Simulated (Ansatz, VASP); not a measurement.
## CaS: VASP beside Ansatz

Contents of INCAR:

```
SYSTEM = CaS
ALGO = Normal ; EDIFF = 1E-6
ENCUT = 500 ; GGA = RP
GGA_COMPAT = .FALSE. ; ISIF = 2
ISMEAR = 0 ; LASPH = .TRUE.
LCHARG = .TRUE. ; LELF = .TRUE.
LREAL = .FALSE. ; LVHAR = .TRUE.
LWAVE = .FALSE. ; NBANDS = 15
NELM = 120 ; PREC = Accurate
SIGMA = 0.01
```

KPOINTS

```
k-points
0
G
  5 5 5
  0 0 0
```

The input POSCAR:

```
CaS
1.0
    0.0000000000      2.8430000000      2.8430000000
    2.8430000000      0.0000000000      2.8430000000
    2.8430000000      2.8430000000      0.0000000000
Ca S
1 1
Direct
    0.0000000000      0.0000000000      0.0000000000
    0.5000000000      0.5000000000      0.5000000000
```

Input for Ansatz:

```yaml
crystal:
  lattice:
    - [0.0, 2.843, 2.843]
    - [2.843, 0.0, 2.843]
    - [2.843, 2.843, 0.0]
  atoms:
    - { symbol: Ca, position: [0.0, 0.0, 0.0] }
    - { symbol: S, position: [0.5, 0.5, 0.5] }
basis:
  ecutwfc: 630.0
  ecutrho_ratio: 6
kpoints:
  mp_grid:
    grid: [5, 5, 5]
hamiltonian:
  xc: rpbe
scf:
  lower_state_search: light
  mixing:
    algorithm: broyden
    preconditioner: kerker
  occupations:
    method: fixed
output:
  stress: true
```

Alike in both runs: task single point; functional RPBE; k mesh 5 × 5 × 5; no spin polarisation.

```csv
,VASP,Ansatz
version,VASP 6.6.1,Ansatz 0.2.0
potentials or method,"VASP PAW PBE potentials, release 64 (Ca_sv, S), cutoff 500 eV","plane waves, PAW"
occupations,"gaussian, width 0.01 eV",fixed
valence electrons in the cell,16,16
```

```tsv
	VASP	Ansatz	Ansatz less VASP
pressure (GPa)	3.2	3.1	-0.14
```

VASP's potentials were made for PBE, not for RPBE.
